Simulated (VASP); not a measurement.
Runs of VASP 6.6.1 on InH3. The structure is that of space group P6/mmm (No. 191), or close to it. The cells are those of the table. 

| task | cell | k mesh | cutoff (eV) | gap on the mesh (eV) | pressure (GPa) | relaxed volume (Å³/atom) |
| --- | --- | --- | --- | --- | --- | --- |
| single point | a = 2.914, b = 2.914, c = 5.297 Å, angles 90.0, 90.0, 120.0°, 4 atoms | 6 × 6 × 4 | 520 | none | -0.1 | - |
| relaxation of cell and atoms | relaxed from a = 3.050, b = 3.050, c = 5.340 Å, angles 90.0, 90.0, 120.0°, 4 atoms | 6 × 6 × 4 | 600 | none | 0.0 | 9.73 |
| relaxation of cell and atoms | relaxed from a = 2.914, b = 2.914, c = 5.297 Å, angles 90.0, 90.0, 120.0°, 4 atoms | 18 × 18 × 10 | 600 | none | 0.0 | (a) |
| single point | a = 2.982, b = 2.982, c = 4.998 Å, angles 90.0, 90.0, 120.0°, 4 atoms | 18 × 18 × 10 | 520 | none | -0.1 | - |
| single point | a = 3.050, b = 3.050, c = 5.340 Å, angles 90.0, 90.0, 120.0°, 4 atoms | 6 × 6 × 4 | 520 | none | -4.4 | - |

Alike in all rows: level PBE; potentials or basis VASP PAW PBE potentials, release 64 (In_d, H); no spin polarisation; smearing gaussian 0.1 eV.

**Question.** Fill in the values left out.

**Answer.** (a) 9.61.

Caveats: some runs use coarse meshes; spin-orbit coupling is left out, which moves the levels of the heavy elements.

A k mesh can miss the band edges, and the runs leave out spin-orbit coupling on In.

A gap of «none» marks levels without a gap at the run's occupations.
